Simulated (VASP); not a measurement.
# Ir (P6_3/mmc) in VASP: notebook

Ir is run at these levels: PBEsol; tasks: single point, relaxation of cell and atoms.

Everything below comes from runs of VASP 6.6.1. Logs are shortened: lines on timing, memory, paths and dates and some standing lists are left out, and cuts for length are marked.

## 1. The cell of the first run

Symmetry: P6_3/mmc, No. 194, hexagonal system. The conventional cell has a = 2.719 Å, b = 2.719 Å, c = 4.408 Å, α = 90.00°, β = 90.00°, γ = 120.00°. Ir (site symmetry -6m2) has 12 Ir at 2.71 to 2.72 Å within 3.6 Å.

This isn't the form of Ir at room conditions, which is fcc.

## 2. Single point, PBEsol

The input, INCAR:

```
PREC = Accurate ; ENCUT = 520
EDIFF = 1E-6 ; ISMEAR = 0
SIGMA = 0.15 ; LREAL = F
LASPH = T ; NELM = 80
ALGO = Fast ; ISIF = 2
LWAVE = F ; LCHARG = F
GGA = PS ; NBANDS = 16
```

The input, KPOINTS:

```
Automatic mesh
0
Gamma
  21 21 12
```

The input, POSCAR:

```
Ir
1.0
    2.7188340441      0.0000000000      0.0000000000
   -1.3594170221      2.3545793509      0.0000000000
    0.0000000000      0.0000000000      4.4080676386
Ir
2
Direct
    0.6666666667      0.3333333333      0.7500000000
    0.3333333333      0.6666666667      0.2500000000
```

Potentials or basis: VASP PAW PBE potentials, release 64 (Ir).

The run is started by

```sh
$ cat potpaw_PBE.64/Ir/POTCAR > POTCAR
$ mpirun -np 1 vasp_std > vasp.out
```

OUTCAR:

```text
PREC = Accurate
   ENCUT = 520
   EDIFF = 1E-6
   ISMEAR = 0
   LREAL = F
   LASPH = T
   NELM = 80
   ISIF = 2
   GGA = PS

 ion  position               nearest neighbor table
   1  0.667  0.333  0.750-   2 2.71   2 2.71   2 2.71   2 2.71   2 2.71   2 2.71
   2  0.333  0.667  0.250-   1 2.71   1 2.71   1 2.71   1 2.71   1 2.71   1 2.71

  LATTYP: Found a hexagonal cell.
 ALAT       =     2.7188340441
 C/A-ratio  =     1.6213080928

  Lattice vectors:

 A1 = (   2.7188340441,   0.0000000000,   0.0000000000)
 A2 = (  -1.3594170221,   2.3545793509,   0.0000000000)
 A3 = (   0.0000000000,   0.0000000000,   4.4080676386)

Analysis of symmetry for initial positions (statically):
=====================================================================
 Subroutine PRICEL returns:
 Original cell was already a primitive cell.

 Routine SETGRP: Setting up the symmetry group for a
 hexagonal supercell.

 Subroutine GETGRP returns: Found 24 space group operations
 (whereof 12 operations were pure point group operations)
 out of a pool of 24 trial point group operations.

The static configuration has the point symmetry D_3d.
 The point group associated with its full space group is D_6h.

Analysis of symmetry for dynamics (positions and initial velocities):
=====================================================================
 Subroutine PRICEL returns:
 Original cell was already a primitive cell.

 Routine SETGRP: Setting up the symmetry group for a
 hexagonal supercell.

 Subroutine GETGRP returns: Found 24 space group operations
 (whereof 12 operations were pure point group operations)
 out of a pool of 24 trial point group operations.

The dynamic configuration has the point symmetry D_3d.
 The point group associated with its full space group is D_6h.

 Subroutine INISYM returns: Found 24 space group operations
 (whereof 12 operations are pure point group operations),
 and found     1 'primitive' translations

----------------------------------------------------------------------------------------

                                     Primitive cell

  volume of cell :      28.2192

  direct lattice vectors                    reciprocal lattice vectors
     2.718834044  0.000000000  0.000000000     0.367804722  0.212352155  0.000000000
    -1.359417022  2.354579351  0.000000000     0.000000000  0.424704311  0.000000000
     0.000000000  0.000000000  4.408067639     0.000000000  0.000000000  0.226856773

  length of vectors
     2.718834044  2.718834044  4.408067639     0.424704311  0.424704311  0.226856773

  position of ions in fractional coordinates (direct lattice)
     0.666666667  0.333333333  0.750000000
     0.333333333  0.666666667  0.250000000

  ion indices of the primitive-cell ions
   primitive index   ion index
                 1           1
                 2           2

----------------------------------------------------------------------------------------

 KPOINTS: Automatic mesh

Automatic generation of k-mesh.
 Grid dimensions read from file:
 generate k-points for:   21   21   12

 Generating k-lattice:

  Cartesian coordinates                     Fractional coordinates (reciprocal lattice)
     0.017514511  0.010112007  0.000000000     0.047619048  0.000000000  0.000000000
     0.000000000  0.020224015  0.000000000     0.000000000  0.047619048  0.000000000
     0.000000000  0.000000000  0.018904731     0.000000000  0.000000000  0.083333333

  Length of vectors
     0.020224015  0.020224015  0.018904731

  Shift w.r.t. Gamma in fractional coordinates (k-lattice)
     0.000000000  0.000000000  0.000000000

 Subroutine IBZKPT returns following result:
 ===========================================

 Found    336 irreducible k-points:

 Following reciprocal coordinates:
            Coordinates               Weight
  0.000000  0.000000  0.000000      1.000000
  0.047619 -0.000000  0.000000      6.000000
  0.095238  0.000000  0.000000      6.000000
  0.142857  0.000000  0.000000      6.000000
  0.190476  0.000000  0.000000      6.000000
  0.238095  0.000000  0.000000      6.000000
[... 16 lines left out ...]
  0.142857  0.095238  0.000000     12.000000
  0.190476  0.095238  0.000000     12.000000
 [... further k-points ...]
   k-points           NKPTS =    336   k-points in BZ     NKDIM =    336   number of bands    NBANDS=     16
   number of dos      NEDOS =    301   number of ions     NIONS =      2
   total plane-waves  NPLWV =  14400
   dimension x,y,z NGX =    20 NGY =   20 NGZ =   36
   dimension x,y,z NGXF=    40 NGYF=   40 NGZF=   72
   ions per type =               2
   NGX,Y,Z   is equivalent  to a cutoff of  12.23, 12.23, 13.58 a.u.
   NGXF,Y,Z  is equivalent  to a cutoff of  24.46, 24.46, 27.15 a.u.
 SYSTEM =  unknown system
   PREC   = accura    normal or accurate (medium, high low for compatibility)
   ISTART =      0    job   : 0-new  1-cont  2-samecut
   ICHARG =      2    charge: 1-file 2-atom 10-const
   ISPIN  =      1    spin polarized calculation?
   LNONCOLLINEAR =      F non collinear calculations
   LSORBIT =      F    spin-orbit coupling
   LASPH  =      T    aspherical Exc in radial PAW
   ENCUT  =  520.0 eV  38.22 Ry    6.18 a.u.   5.06  5.06  8.20*2*pi/ulx,y,z
   NELM   =     80;   NELMIN=  2; NELMDL= -5     # of ELM steps
   EDIFF  = 0.1E-05   stopping-criterion for ELM
   LREAL  =      F    real-space projection
   EDIFFG = 0.1E-04   stopping-criterion for IOM
   NSW    =      0    number of steps for IOM
   IBRION =     -1    ionic relax: 0-MD 1-quasi-New 2-CG
   NFREE  =      0    steps in history (QN), initial steepest desc. (CG)
   ISIF   =      2    stress and relaxation
   ISYM   =      2    0-nonsym 1-usesym 2-fastsym
   POTIM  = 0.5000    time-step for ionic-motion
   TEBEG  =    0.0;   TEEND  =   0.0 temperature during run
   PSTRESS=    0.0 pullay stress
   NELECT =      18.0000    total number of electrons
   NUPDOWN=      -1.0000    fix difference up-down
   EMIN   =  10.00;   EMAX   =-10.00  energy-range for DOS
   EFERMI =   0.00;   METHOD = LEGACY
   ISMEAR =     0;   SIGMA  =   0.15  broadening in eV -4-tet -1-fermi 0-gaus
   EFERMI_NEDOS =   21; number of points for ismear=-14 and -15
   IALGO  =     68    algorithm
   IMIX   =      4    mixing-type and parameters
     AMIX     =   0.40;   BMIX     =  1.00
     AMIX_MAG =   1.60;   BMIX_MAG =  1.00
  volume/ion in A,a.u.               =      14.11        95.22
  Fermi-wavevector in a.u.,A,eV,Ry     =   1.409238  2.663073 27.020501  1.985951
  Thomas-Fermi vector in A             =   2.531314
   LORBIT       =      0    0 simple, 1 ext, 2 COOP (PROOUT), +10 PAW based schemes
   GGA     = PS    functional components
   LHFCALC =     F    Hartree Fock is set to
   AEXX    =    0.0000 exact exchange contribution
   IVDW    =     0    specifies the selected vdW correction
   LEPSILON=     F    determine dielectric tensor
   LRPA    =     F    only Hartree local field effects (RPA)
 non-spin polarized calculation
 RMM-DIIS sequential band-by-band and
 Gauss-broadening in eV      SIGMA  =   0.15
  energy-cutoff  :      520.00
  volume of cell :       28.22
 maximum number of plane-waves:       780
   NGX = 11   NGY = 11   NGZ = 17

 number of electron      18.0000000 magnetization

 Free energy of the ion-electron system (eV)
  ---------------------------------------------------
  ext. energy  EPLUGINS =         0.00000000
  ---------------------------------------------------
  free energy    TOTEN  =       -19.49717557 eV

  energy without entropy =      -19.47247953  energy(sigma->0) =      -19.48482755

 E-fermi :  10.4262     XC(G=0): -14.1166

 val. band max:       10.4212134029   @ k =   0.2857   0.0476   0.4167
 cond. band min:      10.4309582787   @ k =   0.3810   0.1429   0.0000
 fundamental gap:      0.0097448758
 Fermi energy:        10.4262245283

 k-point     1 :       0.0000    0.0000    0.0000
  band No.  band energies     occupation
      1      -0.9273      2.00000
      2       2.1446      2.00000
      3       6.4273      2.00000
      4       6.5272      2.00000
      5       6.5272      2.00000
      6       7.1957      2.00000
[... 8 lines left out ...]
     15      26.8230      0.00000
     16      27.9036      0.00000

 k-point     2 :       0.0476   -0.0000    0.0000
  band No.  band energies     occupation
      1      -0.8376      2.00000
      2       2.2254      2.00000
      3       6.2306      2.00000
      4       6.6028      2.00000
      5       6.7040      2.00000
      6       7.1444      2.00000
[... 8 lines left out ...]
     15      26.9434      0.00000
     16      28.0511      0.00000

 k-point     3 :       0.0952    0.0000    0.0000
  band No.  band energies     occupation
      1      -0.5736      2.00000
      2       2.4568      2.00000
      3       5.9545      2.00000
      4       6.8275      2.00000
      5       6.8936      2.00000
      6       7.0507      2.00000
[... 8 lines left out ...]
     15      27.2764      0.00000
     16      28.4227      0.00000

 k-point     4 :       0.1429    0.0000    0.0000
  band No.  band energies     occupation
      1      -0.1517      2.00000
      2       2.7993      2.00000
      3       5.6627      2.00000
      4       6.7503      2.00000
      5       6.7836      2.00000
      6       7.1940      2.00000
[... 8 lines left out ...]
     15      27.6685      0.00000
     16      28.4120      0.00000
[... 324 lines left out ...]
 k-point    22 :       0.0952    0.0952    0.0000
  band No.  band energies     occupation
      1       0.0951      2.00000
      2       3.0021      2.00000
      3       5.4751      2.00000
      4       6.5094      2.00000
      5       6.7092      2.00000
      6       7.1937      2.00000
[... 8 lines left out ...]
     15      27.5113      0.00000
     16      28.0270      0.00000

 k-point    23 :       0.1429    0.0952    0.0000
  band No.  band energies     occupation
      1       0.6358      2.00000
      2       3.3758      2.00000
      3       5.2060      2.00000
      4       5.8452      2.00000
      5       6.5379      2.00000
      6       6.9041      2.00000
[... 8 lines left out ...]
     15      26.2586      0.00000
     16      27.6431      0.00000

 k-point    24 :       0.1905    0.0952    0.0000
  band No.  band energies     occupation
      1       1.2605      2.00000
      2       3.6448      2.00000
      3       5.0782      2.00000
      4       5.2127      2.00000
      5       6.4305      2.00000
      6       6.6584      2.00000
[... 8 lines left out ...]
     15      25.2579      0.00000
     16      26.7806      0.00000

 [... further k-points ...]

------------------------ aborting loop because EDIFF is reached ----------------------------------------

  FORCE on cell =-STRESS in cart. coord.  units (eV):
  Direction    XX          YY          ZZ          XY          YZ          ZX
  --------------------------------------------------------------------------------------
  -------------------------------------------------------------------------------------
  Total        0.1662345      0.1662345      0.2459959     -0.0000000      0.0000000      0.0000000
  in kB        9.4381648      9.4381648     13.9667145     -0.0000000      0.0000000      0.0000000
  external PRESSURE =      10.9476814 kB  Pullay stress =       0.0000000 kB

 VOLUME and BASIS-vectors are now :
 -----------------------------------------------------------------------------
  energy-cutoff  :      520.00
  volume of cell :       28.22
      direct lattice vectors                 reciprocal lattice vectors
     2.718834044  0.000000000  0.000000000     0.367804722  0.212352155  0.000000000
    -1.359417022  2.354579351  0.000000000     0.000000000  0.424704311  0.000000000
     0.000000000  0.000000000  4.408067639     0.000000000  0.000000000  0.226856773

 POSITION                                       TOTAL-FORCE (eV/Angst)
 -----------------------------------------------------------------------------------
      1.35942      0.78486      3.30605        -0.000000      0.000000      0.000000
     -0.00000      1.56972      1.10202         0.000000     -0.000000      0.000000
 -----------------------------------------------------------------------------------
    total drift:                               -0.000000      0.000000     -0.000000

  FREE ENERGIE OF THE ION-ELECTRON SYSTEM (eV)
  ---------------------------------------------------
  free  energy   TOTEN  =       -19.4971755730 eV

  energy  without entropy=      -19.4724795325  energy(sigma->0) =      -19.48482755
```

Run time: 1.7 min. Hardware: 1 thread of Intel Xeon Platinum 8488C (Sapphire Rapids), shared host; peak memory 0.24 GiB.

Results:

- Free energy: -19.4972 eV
- Pressure: 1.1 GPa
- Band gap on the k mesh: zero (bands 9 and 10 overlap by 3.39 eV)

Levels at points of the mesh, in eV from the Fermi level:
```tsv
k point	band 7	band 8	band 9	band 10	band 11	band 12
(0.00, 0.00, 0.00)	-3.23	-2.42	-2.42	-0.90	0.27	0.27
(0.00, 0.00, 0.50)	-4.02	-4.02	-0.48	-0.48	-0.48	-0.48
```

Caveat: the PAW data sets were made with another functional, which shifts forces and pressure a little; spin-orbit coupling is left out, which moves the levels of the heavy elements.

## 3. Single point, PBEsol

The input, INCAR:

```
SYSTEM = Ir
PREC = Accurate
ENCUT = 520
EDIFF = 1E-7
ISMEAR = 0
SIGMA = 0.1
LREAL = .FALSE.
LASPH = .TRUE.
NELM = 80
ALGO = Normal
ISIF = 2
LWAVE = .FALSE.
LCHARG = .FALSE.
GGA = PS
NBANDS = 16
```

The input, KPOINTS:

```
Automatic mesh
0
G
  18 18 10
  0 0 0
```

POSCAR is that of step 2.

Potentials or basis: VASP PAW PBE potentials, release 64 (Ir).

The run is started by

```sh
$ cat potpaw_PBE.64/Ir/POTCAR > POTCAR
$ mpirun -np 1 vasp_std > vasp.out
```

Wall time 49 s (1 thread of Intel Xeon Platinum 8488C (Sapphire Rapids), shared host); peak memory 0.2 GiB.

Results (log left out):

- Free energy: -19.4922 eV
- Pressure: 1.0 GPa
- Band gap on the k mesh: zero (bands 9 and 10 overlap by 3.37 eV)

Levels at points of the mesh, in eV from the Fermi level:
| k point | band 5 | band 6 | band 7 | band 8 | band 9 | band 10 | band 11 | band 12 | band 13 | band 14 |
| --- | --- | --- | --- | --- | --- | --- | --- | --- | --- | --- |
| (0.00, 0.00, 0.00) | -3.90 | -3.23 | -3.23 | -2.42 | -2.42 | -0.90 | 0.27 | 0.27 | 7.07 | 14.21 |
| (0.50, 0.00, 0.00) | -3.62 | -3.53 | -3.04 | 0.72 | 0.98 | 1.14 | 2.95 | 4.41 | 8.22 | 10.30 |
| (0.00, 0.00, 0.50) | -4.02 | -4.02 | -4.02 | -4.02 | -0.48 | -0.48 | -0.48 | -0.48 | 13.60 | 13.60 |
| (0.50, 0.00, 0.50) | -2.17 | -2.17 | -1.03 | -1.03 | 0.97 | 0.97 | 2.00 | 2.00 | 7.67 | 7.67 |

Caveat: the PAW data sets were made with another functional, which shifts forces and pressure a little; spin-orbit coupling is left out, which moves the levels of the heavy elements.

(Part 1 of 2 ends here.)
